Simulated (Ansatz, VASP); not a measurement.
## NbAlP2SO12 in VASP and in Ansatz

The input INCAR:

```
SYSTEM = NbAlP2SO12
PREC = Accurate
ENCUT = 520
EDIFF = 1E-8
ISMEAR = -1
SIGMA = 0.02
LREAL = Auto
LASPH = .True.
NELM = 100
ALGO = Normal
ISIF = 2
LWAVE = .False.
LCHARG = .False.
GGA = PE
LEFG = .True.
NBANDS = 127
```

The input KPOINTS:

```
regular mesh
0
Gamma
  3 3 3
  0 0 0
```

The input POSCAR:

```
NbAlP2SO12
1.0
    7.4645140353     -4.2860729600      0.0000000000
    7.4645140353      4.2860729600      0.0000000000
   -4.9626189503      0.0000000000      7.3573738055
Al Nb P S O
2 2 4 2 24
Direct
    0.1400375700      0.6441554100      0.9328208900
    0.6441554100      0.1400375700      0.4328208900
    0.8491846200      0.3674696100      0.0816952100
    0.3674696100      0.8491846200      0.5816952100
    0.5172987500      0.4530977600      0.2442649900
    0.9578579700      0.7683109100      0.2442073600
    0.7683109100      0.9578579700      0.7442073600
    0.4530977600      0.5172987500      0.7442649900
    0.2640079400      0.0257507200      0.2469452800
    0.0257507200      0.2640079400      0.7469452800
    0.3485609400      0.4931587800      0.0802084600
    0.2354100400      0.8628521800      0.0855127600
    0.9932961700      0.7371242000      0.0784167400
    0.7371242000      0.9932961700      0.5784167400
    0.8628521800      0.2354100400      0.5855127600
    0.4931587800      0.3485609400      0.5802084600
    0.6342251900      0.5014806100      0.9178687800
    0.7842231900      0.1377926700      0.9163176000
    0.0097240400      0.2763813800      0.9119073600
    0.2763813800      0.0097240400      0.4119073600
    0.1377926700      0.7842231900      0.4163176000
    0.5014806100      0.6342251900      0.4178687800
    0.2843831100      0.5540304800      0.7839150500
    0.9384898400      0.7860303300      0.7819141700
    0.0535382300      0.4304252700      0.7735326800
    0.4304252700      0.0535382300      0.2735326800
    0.7860303300      0.9384898400      0.2819141700
    0.5540304800      0.2843831100      0.2839150500
    0.7031147900      0.4296432300      0.2253360800
    0.0944584500      0.2039763000      0.2254854800
    0.9366745700      0.5838347400      0.2196511100
    0.5838347400      0.9366745700      0.7196511100
    0.2039763000      0.0944584500      0.7254854800
    0.4296432300      0.7031147900      0.7253360800
```

Input for Ansatz:

```yaml
crystal:
  lattice:
    - [7.4645140353, -4.28607296, 0.0]
    - [7.4645140353, 4.28607296, 0.0]
    - [-4.9626189503, 0.0, 7.3573738055]
  atoms:
    - { symbol: Al, position: [0.14003757, 0.64415541, 0.93282089] }
    - { symbol: Al, position: [0.64415541, 0.14003757, 0.43282089] }
    - { symbol: Nb, position: [0.84918462, 0.36746961, 0.08169521] }
    - { symbol: Nb, position: [0.36746961, 0.84918462, 0.58169521] }
    - { symbol: P, position: [0.51729875, 0.45309776, 0.24426499] }
    - { symbol: P, position: [0.95785797, 0.76831091, 0.24420736] }
    - { symbol: P, position: [0.76831091, 0.95785797, 0.74420736] }
    - { symbol: P, position: [0.45309776, 0.51729875, 0.74426499] }
    - { symbol: S, position: [0.26400794, 0.02575072, 0.24694528] }
    - { symbol: S, position: [0.02575072, 0.26400794, 0.74694528] }
    - { symbol: O, position: [0.34856094, 0.49315878, 0.08020846] }
    - { symbol: O, position: [0.23541004, 0.86285218, 0.08551276] }
    - { symbol: O, position: [0.99329617, 0.7371242, 0.07841674] }
    - { symbol: O, position: [0.7371242, 0.99329617, 0.57841674] }
    - { symbol: O, position: [0.86285218, 0.23541004, 0.58551276] }
    - { symbol: O, position: [0.49315878, 0.34856094, 0.58020846] }
    - { symbol: O, position: [0.63422519, 0.50148061, 0.91786878] }
    - { symbol: O, position: [0.78422319, 0.13779267, 0.9163176] }
    - { symbol: O, position: [0.00972404, 0.27638138, 0.91190736] }
    - { symbol: O, position: [0.27638138, 0.00972404, 0.41190736] }
    - { symbol: O, position: [0.13779267, 0.78422319, 0.4163176] }
    - { symbol: O, position: [0.50148061, 0.63422519, 0.41786878] }
    - { symbol: O, position: [0.28438311, 0.55403048, 0.78391505] }
    - { symbol: O, position: [0.93848984, 0.78603033, 0.78191417] }
    - { symbol: O, position: [0.05353823, 0.43042527, 0.77353268] }
    - { symbol: O, position: [0.43042527, 0.05353823, 0.27353268] }
    - { symbol: O, position: [0.78603033, 0.93848984, 0.28191417] }
    - { symbol: O, position: [0.55403048, 0.28438311, 0.28391505] }
    - { symbol: O, position: [0.70311479, 0.42964323, 0.22533608] }
    - { symbol: O, position: [0.09445845, 0.2039763, 0.22548548] }
    - { symbol: O, position: [0.93667457, 0.58383474, 0.21965111] }
    - { symbol: O, position: [0.58383474, 0.93667457, 0.71965111] }
    - { symbol: O, position: [0.2039763, 0.09445845, 0.72548548] }
    - { symbol: O, position: [0.42964323, 0.70311479, 0.72533608] }
kpoints:
  mp_grid: { grid: [3, 3, 3] }
scf:
  occupations: { method: fermi_dirac, width: 0.02 }
hamiltonian:
  xc: pbe
  pseudopotentials: { kind: paw }
output:
  forces: true
  stress: true
  populations: true
  efg:
    quadrupole_moments_barn: { Al: 0.1466, Nb: -0.32, S: -0.0694, O: -0.02558 }
    contact_densities: true
```

Alike in both runs: task electric field gradients; functional PBE; k mesh 3 × 3 × 3; occupations fermi-dirac, width 0.02 eV; no spin polarisation.

|  | VASP | Ansatz |
| --- | --- | --- |
| version | VASP 6.6.1 | Ansatz 0.2.0 |
| potentials or method | VASP PAW PBE potentials, release 64 (Al, Nb_sv, P, S, O) | plane-wave PAW, scalar-relativistic |
| plane-wave cutoff (eV) | 520 | 420 |
| valence electrons in the cell | 208 | 208 |

```csv
,VASP,Ansatz,Ansatz less VASP
gap on the k mesh at the Fermi level (eV),2.69,2.71,+0.018
pressure (GPa),-1.9,-0.9,+0.95
"traceless stress, the component that is largest in VASP (GPa)",-0.31,-0.29,+0.020
rms of the force components (eV/Å),0.182,0.214,+0.0325
size of Vzz on the site where it differs most (V/Å²),49.3,44.7,-4.52
```

Atom by atom the forces differ by 0.079 eV/Å (rms over components). With one functional, cell and mesh, what is left measures potentials, basis and numerics.
